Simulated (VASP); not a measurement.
# Sb (Fm-3m) in VASP: notebook

The runs below take Sb through single point, with PBE.

Everything below comes from runs of VASP 6.6.1. Logs are shortened: lines on timing, memory, paths and dates and some standing lists are left out, and cuts for length are marked.

### 1 The cell of the first run

The structure is cubic, space group Fm-3m (No. 225). Conventional cell: a = 4.792 Å, b = 4.792 Å, c = 4.792 Å, α = 90.00°, β = 90.00°, γ = 90.00°. Within 4.5 Å of Sb (site symmetry m-3m) lie 12 Sb at 3.39 Å.

This isn't the form of Sb at room conditions, which is rhombohedral.

### 2 Single point, PBE

INCAR

```
PREC = Accurate ; ENCUT = 520
EDIFF = 1E-6 ; ISMEAR = -1
SIGMA = 0.08 ; LREAL = False
LASPH = True ; NELM = 80
ALGO = Normal ; ISIF = 2
LWAVE = False ; LCHARG = False
GGA = PE ; NBANDS = 12
```

KPOINTS

```
regular mesh
0
Gamma
  10 7 10
```

POSCAR

```
Sb
1.0
   -2.3960075578      2.3960075578      0.0000000000
    0.0000000000      0.0000000000      4.7920151155
    2.3960075578      2.3960075578      0.0000000000
Sb
2
Direct
    0.0000000000      0.0000000000      0.0000000000
    0.5000000000      0.5000000000      0.5000000000
```

Potentials or basis: VASP PAW PBE potentials, release 64 (Sb).

Command:

```sh
cat potpaw_PBE.64/Sb/POTCAR > POTCAR
mpirun -np 1 vasp_std > vasp.out
```

OUTCAR:

```text
PREC = Accurate
   ENCUT = 520
   EDIFF = 1E-6
   ISMEAR = -1
   LREAL = False
   LASPH = True
   NELM = 80
   ISIF = 2
   GGA = PE

 ion  position               nearest neighbor table
   1  0.000  0.000  0.000-   2 3.39   2 3.39   2 3.39   2 3.39   2 3.39   2 3.39   2 3.39   2 3.39

   2  0.500  0.500  0.500-   1 3.39   1 3.39   1 3.39   1 3.39   1 3.39   1 3.39   1 3.39   1 3.39

  LATTYP: Found a simple tetragonal cell.
 ALAT       =     3.3884663838
 C/A-ratio  =     1.4142135623

  Lattice vectors:

 A1 = (   2.3960075578,  -2.3960075578,   0.0000000000)
 A2 = (   2.3960075578,   2.3960075578,   0.0000000000)
 A3 = (   0.0000000000,   0.0000000000,   4.7920151155)

Analysis of symmetry for initial positions (statically):
=====================================================================
 Subroutine PRICEL returns following result:

  LATTYP: Found a face centered cubic cell.
 ALAT       =     4.7920151156

  Lattice vectors:

 A1 = (   2.3960075578,   0.0000000000,   2.3960075577)
 A2 = (   2.3960075578,   2.3960075578,   0.0000000000)
 A3 = (   0.0000000000,   2.3960075578,   2.3960075578)

   2 primitive cells build up your supercell.

 Routine SETGRP: Setting up the symmetry group for a
 simple tetragonal supercell.

 Subroutine GETGRP returns: Found 16 space group operations
 (whereof 16 operations were pure point group operations)
 out of a pool of 16 trial point group operations.

The static configuration has the point symmetry D_4h.

Analysis of symmetry for dynamics (positions and initial velocities):
=====================================================================
 Subroutine PRICEL returns following result:

  LATTYP: Found a face centered cubic cell.
 ALAT       =     4.7920151156

  Lattice vectors:

 A1 = (   2.3960075578,   0.0000000000,   2.3960075577)
 A2 = (   2.3960075578,   2.3960075578,   0.0000000000)
 A3 = (   0.0000000000,   2.3960075578,   2.3960075578)

   2 primitive cells build up your supercell.

 Routine SETGRP: Setting up the symmetry group for a
 simple tetragonal supercell.

 Subroutine GETGRP returns: Found 16 space group operations
 (whereof 16 operations were pure point group operations)
 out of a pool of 16 trial point group operations.

The dynamic configuration has the point symmetry D_4h.

 Subroutine INISYM returns: Found 16 space group operations
[... 100 lines left out ...]
   NFREE  =      0    steps in history (QN), initial steepest desc. (CG)
   ISIF   =      2    stress and relaxation
   ISYM   =      2    0-nonsym 1-usesym 2-fastsym
   POTIM  = 0.5000    time-step for ionic-motion
   TEBEG  =    0.0;   TEEND  =   0.0 temperature during run
   PSTRESS=    0.0 pullay stress
   NELECT =      10.0000    total number of electrons
   NUPDOWN=      -1.0000    fix difference up-down
   EMIN   =  10.00;   EMAX   =-10.00  energy-range for DOS
   EFERMI =   0.00;   METHOD = LEGACY
   ISMEAR =    -1;   SIGMA  =   0.08  broadening in eV -4-tet -1-fermi 0-gaus
   EFERMI_NEDOS =   21; number of points for ismear=-14 and -15
   IALGO  =     38    algorithm
   IMIX   =      4    mixing-type and parameters
     AMIX     =   0.40;   BMIX     =  1.00
     AMIX_MAG =   1.60;   BMIX_MAG =  1.00
  volume/ion in A,a.u.               =      27.51       185.65
  Fermi-wavevector in a.u.,A,eV,Ry     =   0.927328  1.752396 11.700153  0.859937
  Thomas-Fermi vector in A             =   2.053386
   LORBIT       =      0    0 simple, 1 ext, 2 COOP (PROOUT), +10 PAW based schemes
   GGA     = PE    functional components
   LHFCALC =     F    Hartree Fock is set to
   AEXX    =    0.0000 exact exchange contribution
   IVDW    =     0    specifies the selected vdW correction
   LEPSILON=     F    determine dielectric tensor
   LRPA    =     F    only Hartree local field effects (RPA)
 non-spin polarized calculation
  energy-cutoff  :      520.00
  volume of cell :       55.02
 maximum number of plane-waves:      1497
 NGX is ok and might be reduce to    28
   NGX = 13   NGY = 17   NGZ = 13

 number of electron      10.0000000 magnetization

 number of electron       9.9999999 magnetization

 Free energy of the ion-electron system (eV)
  ---------------------------------------------------
  ext. energy  EPLUGINS =         0.00000000
  ---------------------------------------------------
  free energy    TOTEN  =        -7.64888039 eV

  energy without entropy =       -7.61487509  energy(sigma->0) =       -7.63187774

 E-fermi :   8.2359     XC(G=0): -10.1406

 val. band max:        8.2182485559   @ k =   0.5000   0.1429   0.0000
 cond. band min:       8.2575487375   @ k =   0.3000   0.2857   0.0000
 fundamental gap:      0.0393001816
 Fermi energy:         8.2358961863

 k-point     1 :       0.0000    0.0000    0.0000
  band No.  band energies     occupation
      1      -4.5123      2.00000
      2       0.6841      2.00000
      3       3.4408      2.00000
      4       8.6201      0.01629
      5       8.6201      0.01629
      6      12.3766      0.00000
      7      12.8639      0.00000
      8      13.4108      0.00000
      9      13.4108      0.00000
     10      13.4108      0.00000
     11      18.1312      0.00000
     12      18.1318      0.00000
[... 331 lines left out ...]
 k-point    24 :       0.5000    0.4286    0.0000
  band No.  band energies     occupation
      1      -0.9167      2.00000
      2      -0.9167      2.00000
      3       2.6709      2.00000
      4       2.6709      2.00000
      5      11.5270      0.00000
      6      11.5270      0.00000
      7      11.7623      0.00000
      8      11.7623      0.00000
      9      16.4488      0.00000
     10      16.4488      0.00000
     11      16.8872      0.00000
     12      16.8872      0.00000

 [... further k-points ...]

------------------------ aborting loop because EDIFF is reached ----------------------------------------

  FORCE on cell =-STRESS in cart. coord.  units (eV):
  Direction    XX          YY          ZZ          XY          YZ          ZX
  --------------------------------------------------------------------------------------
  -------------------------------------------------------------------------------------
  Total       -0.0206507     -0.0206507     -0.1408108      0.0000000     -0.0000000      0.0000000
  in kB       -0.6013413     -0.6013413     -4.1003610      0.0000000     -0.0000000      0.0000000
  external PRESSURE =      -1.7676812 kB  Pullay stress =       0.0000000 kB

 VOLUME and BASIS-vectors are now :
 -----------------------------------------------------------------------------
  energy-cutoff  :      520.00
  volume of cell :       55.02
      direct lattice vectors                 reciprocal lattice vectors
    -2.396007558  2.396007558  0.000000000    -0.208680477  0.208680477  0.000000000
     0.000000000  0.000000000  4.792015115     0.000000000  0.000000000  0.208680477
     2.396007558  2.396007558  0.000000000     0.208680477  0.208680477  0.000000000

 POSITION                                       TOTAL-FORCE (eV/Angst)
 -----------------------------------------------------------------------------------
      0.00000      0.00000      0.00000         0.000000      0.000000      0.000000
      0.00000      2.39601      2.39601        -0.000000     -0.000000     -0.000000
 -----------------------------------------------------------------------------------
    total drift:                                0.000000     -0.000000      0.000000

  FREE ENERGIE OF THE ION-ELECTRON SYSTEM (eV)
  ---------------------------------------------------
  free  energy   TOTEN  =        -7.6488803896 eV

  energy  without entropy=       -7.6148750854  energy(sigma->0) =       -7.63187774
```

stdout:

```text
POSCAR found type information on POSCAR Sb
 POSCAR found :  1 types and       2 ions
 scaLAPACK will be used
 LDA part: xc-table for (Slater+PW92), standard interpolation
 POSCAR, INCAR and KPOINTS ok, starting setup
 FFT: planning ... GRIDC
 FFT: planning ... GRID_SOFT
 FFT: planning ... GRID
 WAVECAR not read
 entering main loop
```

Run time: 16 s. Hardware: 1 thread of AMD EPYC 9R45 (Zen 5), shared host; peak memory 0.17 GiB.

Results:

```
Free energy            : -7.6489 eV
Pressure               : -0.2 GPa
Band gap on the k mesh : zero (bands 5 and 6 overlap by 5.85 eV)
```

Caveat: spin-orbit coupling is left out, which moves the levels of the heavy elements.

### 3 Single point, PBE

INCAR

```
SYSTEM = Sb
PREC = Accurate
ENCUT = 520
EDIFF = 1E-6
ISMEAR = -1
SIGMA = 0.08
LREAL = .FALSE.
LASPH = .TRUE.
NELM = 100
ALGO = Normal
ISIF = 2
LWAVE = .FALSE.
LCHARG = .FALSE.
GGA = PE
NBANDS = 12
```

KPOINTS

```
regular mesh
0
G
  10 7 10
  0 0 0
```

POSCAR is that of step 2.

Potentials or basis: VASP PAW PBE potentials, release 64 (Sb).

Command:

```sh
cat potpaw_PBE.64/Sb/POTCAR > POTCAR
mpirun -np 1 vasp_std > vasp.out
```

OUTCAR:

```text
SYSTEM = Sb
   PREC = Accurate
   ENCUT = 520
   EDIFF = 1E-6
   ISMEAR = -1
   LREAL = .FALSE.
   LASPH = .TRUE.
   NELM = 100
   ISIF = 2
   GGA = PE

 ion  position               nearest neighbor table
   1  0.000  0.000  0.000-   2 3.39   2 3.39   2 3.39   2 3.39   2 3.39   2 3.39   2 3.39   2 3.39

   2  0.500  0.500  0.500-   1 3.39   1 3.39   1 3.39   1 3.39   1 3.39   1 3.39   1 3.39   1 3.39

  LATTYP: Found a simple tetragonal cell.
 ALAT       =     3.3884663838
 C/A-ratio  =     1.4142135623

  Lattice vectors:

 A1 = (   2.3960075578,  -2.3960075578,   0.0000000000)
 A2 = (   2.3960075578,   2.3960075578,   0.0000000000)
 A3 = (   0.0000000000,   0.0000000000,   4.7920151155)

Analysis of symmetry for initial positions (statically):
=====================================================================
 Subroutine PRICEL returns following result:

  LATTYP: Found a face centered cubic cell.
 ALAT       =     4.7920151156

  Lattice vectors:

 A1 = (   2.3960075578,   0.0000000000,   2.3960075577)
 A2 = (   2.3960075578,   2.3960075578,   0.0000000000)
 A3 = (   0.0000000000,   2.3960075578,   2.3960075578)

   2 primitive cells build up your supercell.

 Routine SETGRP: Setting up the symmetry group for a
 simple tetragonal supercell.

 Subroutine GETGRP returns: Found 16 space group operations
 (whereof 16 operations were pure point group operations)
 out of a pool of 16 trial point group operations.

The static configuration has the point symmetry D_4h.

Analysis of symmetry for dynamics (positions and initial velocities):
=====================================================================
 Subroutine PRICEL returns following result:

  LATTYP: Found a face centered cubic cell.
 ALAT       =     4.7920151156

  Lattice vectors:

 A1 = (   2.3960075578,   0.0000000000,   2.3960075577)
 A2 = (   2.3960075578,   2.3960075578,   0.0000000000)
 A3 = (   0.0000000000,   2.3960075578,   2.3960075578)

[... 134 lines left out ...]
   AEXX    =    0.0000 exact exchange contribution
   IVDW    =     0    specifies the selected vdW correction
   LEPSILON=     F    determine dielectric tensor
   LRPA    =     F    only Hartree local field effects (RPA)
 non-spin polarized calculation
  energy-cutoff  :      520.00
  volume of cell :       55.02
 maximum number of plane-waves:      1497
 NGX is ok and might be reduce to    28
   NGX = 13   NGY = 17   NGZ = 13

 number of electron      10.0000000 magnetization

 number of electron       9.9999999 magnetization

 Free energy of the ion-electron system (eV)
  ---------------------------------------------------
  ext. energy  EPLUGINS =         0.00000000
  ---------------------------------------------------
  free energy    TOTEN  =        -7.64888039 eV

  energy without entropy =       -7.61487509  energy(sigma->0) =       -7.63187774

 E-fermi :   8.2359     XC(G=0): -10.1406

 val. band max:        8.2182485559   @ k =   0.5000   0.1429   0.0000
 cond. band min:       8.2575487375   @ k =   0.3000   0.2857   0.0000
 fundamental gap:      0.0393001816
 Fermi energy:         8.2358961863

 k-point     1 :       0.0000    0.0000    0.0000
  band No.  band energies     occupation
      1      -4.5123      2.00000
      2       0.6841      2.00000
      3       3.4408      2.00000
      4       8.6201      0.01629
      5       8.6201      0.01629
      6      12.3766      0.00000
      7      12.8639      0.00000
      8      13.4108      0.00000
      9      13.4108      0.00000
     10      13.4108      0.00000
     11      18.1312      0.00000
     12      18.1318      0.00000
[... 331 lines left out ...]
 k-point    24 :       0.5000    0.4286    0.0000
  band No.  band energies     occupation
      1      -0.9167      2.00000
      2      -0.9167      2.00000
      3       2.6709      2.00000
      4       2.6709      2.00000
      5      11.5270      0.00000
      6      11.5270      0.00000
      7      11.7623      0.00000
      8      11.7623      0.00000
      9      16.4488      0.00000
     10      16.4488      0.00000
     11      16.8872      0.00000
     12      16.8872      0.00000

 [... further k-points ...]

------------------------ aborting loop because EDIFF is reached ----------------------------------------

  FORCE on cell =-STRESS in cart. coord.  units (eV):
  Direction    XX          YY          ZZ          XY          YZ          ZX
  --------------------------------------------------------------------------------------
  -------------------------------------------------------------------------------------
  Total       -0.0206507     -0.0206507     -0.1408108      0.0000000     -0.0000000      0.0000000
  in kB       -0.6013413     -0.6013413     -4.1003610      0.0000000     -0.0000000      0.0000000
  external PRESSURE =      -1.7676812 kB  Pullay stress =       0.0000000 kB

 VOLUME and BASIS-vectors are now :
 -----------------------------------------------------------------------------
  energy-cutoff  :      520.00
  volume of cell :       55.02
      direct lattice vectors                 reciprocal lattice vectors
    -2.396007558  2.396007558  0.000000000    -0.208680477  0.208680477  0.000000000
     0.000000000  0.000000000  4.792015115     0.000000000  0.000000000  0.208680477
     2.396007558  2.396007558  0.000000000     0.208680477  0.208680477  0.000000000

 POSITION                                       TOTAL-FORCE (eV/Angst)
 -----------------------------------------------------------------------------------
      0.00000      0.00000      0.00000         0.000000      0.000000      0.000000
      0.00000      2.39601      2.39601        -0.000000     -0.000000     -0.000000
 -----------------------------------------------------------------------------------
    total drift:                                0.000000     -0.000000      0.000000

  FREE ENERGIE OF THE ION-ELECTRON SYSTEM (eV)
  ---------------------------------------------------
  free  energy   TOTEN  =        -7.6488803896 eV

  energy  without entropy=       -7.6148750854  energy(sigma->0) =       -7.63187774
```

stdout:

```text
POSCAR found type information on POSCAR Sb
 POSCAR found :  1 types and       2 ions
 scaLAPACK will be used
 LDA part: xc-table for (Slater+PW92), standard interpolation
 POSCAR, INCAR and KPOINTS ok, starting setup
 FFT: planning ... GRIDC
 FFT: planning ... GRID_SOFT
 FFT: planning ... GRID
 WAVECAR not read
 entering main loop
```

It took 17 s on 1 thread of AMD EPYC 9R45 (Zen 5), shared host; peak memory 0.17 GiB.

What came out:

```
Free energy            : -7.6489 eV
Pressure               : -0.2 GPa
Band gap on the k mesh : zero (bands 5 and 6 overlap by 5.85 eV)
```

Levels at points of the mesh, in eV from the Fermi level:
| k point | band 2 | band 3 | band 4 | band 5 | band 6 | band 7 | band 8 | band 9 |
| --- | --- | --- | --- | --- | --- | --- | --- | --- |
| (0.00, 0.00, 0.00) | -7.55 | -4.80 | 0.38 | 0.38 | 4.14 | 4.63 | 5.17 | 5.17 |
| (0.50, 0.00, 0.00) | -9.69 | -2.47 | -2.47 | -1.37 | -1.37 | 3.30 | 3.30 | 7.14 |
| (0.50, 0.00, 0.50) | -7.55 | -4.79 | -4.79 | 0.38 | 0.38 | 0.38 | 0.38 | 4.14 |

Caveat: spin-orbit coupling is left out, which moves the levels of the heavy elements.

The gap in the log of VASP goes by the Fermi energy; the results here count the filled bands.